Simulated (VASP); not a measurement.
# MoP: relaxation of cell and atoms with PBEsol

MoP:

```xyz
2
Lattice="3.2230 0.0000 0.0000 -1.6115 2.7912 0.0000 0.0000 0.0000 3.1910" Properties=species:S:1:pos:R:3 pbc="T T T"
Mo    0.0000    0.0000    0.0000
P     0.0000    1.8608    1.5955
```

```yaml
Program: VASP 6.6.1
Task: relaxation of cell and atoms
Functional: PBEsol
Potentials_or_basis: VASP PAW PBE potentials, release 64 (Mo_sv, P)
Cutoff: 500 eV
k_mesh: 10 × 10 × 8
Occupations: fermi-dirac, width 0.05 eV
Spin: no spin polarisation
Target_pressure: 20 GPa
Dipole_correction: no
Further_INCAR_settings: ALGO = Normal; EDIFF = 1e-07; IBRION = 2; EDIFFG = -0.005; NSW = 80; ISIF = 3
```

| Property | Result |
| --- | --- |
| Relaxed volume | 13.14 Å³/atom |
| Relaxed cell | a = 3.115 Å, b = 3.115 Å, c = 3.129 Å, α = 90.00°, β = 90.00°, γ = 120.00° |
| Space group after relaxing (to 0.1 Å) | P-6m2 (No. 187) |
| Energy change on relaxing (the run minimises the enthalpy) | +56.1 meV/atom |
| Ionic steps | 10 |
| Pressure after relaxing | 20.0 GPa |
| Band gap on the k mesh | zero (an odd number of electrons rules out a gap without spin polarisation) |

Step by step:
| step | energy change (eV) | largest force (eV/Å) | pressure (GPa) | volume (Å³) |
| --- | --- | --- | --- | --- |
| 1 | 0.0000 | 0.0000 | -3.47 | 28.71 |
| 2 | 2.5460 | 0.0000 | 142.62 | 20.83 |
| 3 | 0.0832 | 0.0000 | 17.34 | 26.57 |
| 4 | 0.1019 | 0.0000 | 19.31 | 26.41 |
| 5 | 0.1083 | 0.0000 | 19.95 | 26.36 |
| 6 | 0.1142 | 0.0000 | 20.09 | 26.27 |
| 7 | 0.1129 | 0.0000 | 20.06 | 26.28 |
| 8 | 0.1131 | 0.0000 | 20.07 | 26.28 |
| 9 | 0.1108 | 0.0000 | 19.86 | 26.30 |
| 10 | 0.1122 | 0.0000 | 19.99 | 26.29 |

Final structure:
```
Mo P
1.0
     3.11457    0.00000    0.00000
    -1.55728    2.69730    0.00000
     0.00000    0.00000    3.12936
Mo P
1 1
Direct
  0.00000 0.00000 0.00000
  0.33333 0.66667 0.50000
```

Levels at points of the mesh, in eV from the Fermi level:
| k point | band 7 | band 8 | band 9 | band 10 | band 11 | band 12 | band 13 |
| --- | --- | --- | --- | --- | --- | --- | --- |
| (0.00, 0.00, 0.00) | -3.52 | -3.52 | -0.77 | 0.32 | 0.32 | 4.58 | 4.58 |
| (0.50, 0.00, 0.00) | -4.43 | -4.29 | -1.14 | -0.52 | 2.01 | 2.87 | 4.93 |
| (0.00, 0.00, 0.50) | -2.86 | -2.86 | -1.91 | -1.91 | 1.34 | 3.17 | 3.17 |
| (0.50, 0.00, 0.50) | -5.62 | -4.76 | -1.13 | 1.74 | 2.02 | 4.00 | 5.69 |

It took 72 s on 1 thread of Intel(R) Xeon(R) Platinum 8375C CPU @ 2.90GHz (Ice Lake) (shared host), peak memory 0.16 GiB.

Caveat: the cell is relaxed towards a set pressure, so the run minimises the enthalpy, not the energy; the PAW data sets were made with another functional, which shifts forces and pressure a little; an odd number of electrons without spin polarisation forces a metal; a magnetic or distorted state may lie lower.
